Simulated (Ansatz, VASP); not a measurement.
Two plane-wave programs on ZrB2

INCAR

```
SYSTEM = ZrB2
PREC = Accurate ; ENCUT = 520
EDIFF = 1E-6 ; ISMEAR = 0
SIGMA = 0.15 ; LREAL = .False.
LASPH = .True. ; NELM = 100
ALGO = Normal ; ISIF = 2
LWAVE = .False. ; LCHARG = .False.
NBANDS = 16
```

KPOINTS

```
regular mesh
0
Gamma
  15 15 12
  0 0 0
```

The input POSCAR:

```
ZrB2
1.0
    3.0699000000      0.0000000000      0.0000000000
   -1.5349500000      2.6586113871      0.0000000000
    0.0000000000      0.0000000000      3.6633000000
Zr B
1 2
Direct
    0.0000000000      0.0000000000      0.0000000000
    0.3333333333      0.6666666667      0.5000000000
    0.6666666667      0.3333333333      0.5000000000
```

Input for Ansatz:

```yaml
crystal:
  lattice:
    - [3.0699, 0.0, 0.0]
    - [-1.53495, 2.6586113871, 0.0]
    - [0.0, 0.0, 3.6633]
  atoms:
    - { symbol: Zr, position: [0.0, 0.0, 0.0] }
    - { symbol: B, position: [0.3333333333, 0.6666666667, 0.5] }
    - { symbol: B, position: [0.6666666667, 0.3333333333, 0.5] }
basis:
  ecutwfc: 520.0
kpoints:
  mp_grid: { grid: [15, 15, 12] }
hamiltonian:
  xc: lda
  pseudopotentials: { kind: paw }
scf:
  occupations: { method: gaussian, width: 0.15 }
output:
  forces: true
  stress: true
  eigenvalues: true
  write_density: true
  write_potential: true
  elf: true
  volumetric_format: npy
```

Alike in both runs: task single point; functional LDA; k mesh 15 × 15 × 12; occupations gaussian, width 0.15 eV; no spin polarisation.

|  | VASP | Ansatz |
| --- | --- | --- |
| version | VASP 6.6.1 | Ansatz 0.2.0 |
| potentials or method | VASP PAW LDA potentials, release 64 (Zr_sv, B), cutoff 520 eV | scalar-relativistic, plane waves, PAW |
| valence electrons in the cell | 18 | 18 |

|  | VASP | Ansatz | Ansatz less VASP |
| --- | --- | --- | --- |
| gap on the k mesh at the Fermi level (eV) | none | none | - |
| pressure (GPa) | -0.3 | -0.8 | -0.50 |
| traceless stress, the component that is largest in VASP (GPa) | -16.08 | -16.12 | -0.034 |

LDA's correlation is that of Perdew and Zunger in VASP and of Perdew and Wang (1992) in Ansatz. A gap of «none» marks a metal or a gap that the smearing closes.
